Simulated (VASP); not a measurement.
# Pb: relaxation of cell and atoms with PBEsol

The system is Pb.

```
Pb
1.0
    -1.97966    1.97966    1.97966
     1.97966   -1.97966    1.97966
     1.97966    1.97966   -1.97966
Pb
1
Direct
  0.00000 0.00000 0.00000
```

This isn't the form of Pb at room conditions, which is fcc.

```
Program                : VASP 6.6.1
Task                   : relaxation of cell and atoms
Functional             : PBEsol
Potentials or basis    : VASP PAW PBE potentials, release 64 (Pb_d)
Cutoff                 : 600 eV
k mesh                 : 9 × 9 × 9
Occupations            : fermi-dirac, width 0.05 eV
Spin                   : no spin polarisation
Dipole correction      : no
Further INCAR settings : ALGO = Normal; EDIFF = 1e-06; IBRION = 2; EDIFFG = -0.01; NSW = 60; ISIF = 3
```

```json
{"Relaxed volume": "29.66 Å³/atom", "Relaxed cell": "a = 3.377 Å, b = 3.377 Å, c = 3.377 Å, α = 109.47°, β = 109.47°, γ = 109.47°", "Space group after relaxing (to 0.1 Å)": "Im-3m (No. 229)", "Energy gained by relaxing": "8.8 meV/atom", "Ionic steps": "3", "Pressure after relaxing": "0.0 GPa", "Band gap on the k mesh": "zero (bands 7 and 8 overlap by 9.97 eV)"}
```

Step by step:
| step | energy change (eV) | largest force (eV/Å) | pressure (GPa) | volume (Å³) |
| --- | --- | --- | --- | --- |
| 1 | 0.0000 | 0.0000 | -1.97 | 31.03 |
| 2 | -0.0083 | 0.0000 | 0.53 | 29.35 |
| 3 | -0.0088 | 0.0000 | -0.01 | 29.66 |

Final structure:
```cif
data_structure
_symmetry_space_group_name_H-M 'P 1'
_symmetry_Int_Tables_number 1
_cell_length_a 3.3774
_cell_length_b 3.3774
_cell_length_c 3.3774
_cell_angle_alpha 109.471
_cell_angle_beta 109.471
_cell_angle_gamma 109.471
_cell_volume 29.66
loop_
_atom_site_label
_atom_site_type_symbol
_atom_site_fract_x
_atom_site_fract_y
_atom_site_fract_z
_atom_site_occupancy
Pb1 Pb 0.00000 0.00000 0.00000 1
```

Levels at points of the mesh, in eV from the Fermi level:
| k point | band 3 | band 4 | band 5 | band 6 | band 7 | band 8 | band 9 | band 10 | band 11 |
| --- | --- | --- | --- | --- | --- | --- | --- | --- | --- |
| (0.00, 0.00, 0.00) | -17.11 | -16.86 | -16.86 | -11.96 | 7.80 | 7.80 | 7.80 | 11.10 | 11.10 |

It took 44 s on 1 thread of Intel Xeon 8259CL (shared host), peak memory 0.17 GiB.

Caveat: the PAW data sets were made with another functional, which shifts forces and pressure a little; spin-orbit coupling is left out, which moves the levels of the heavy elements.
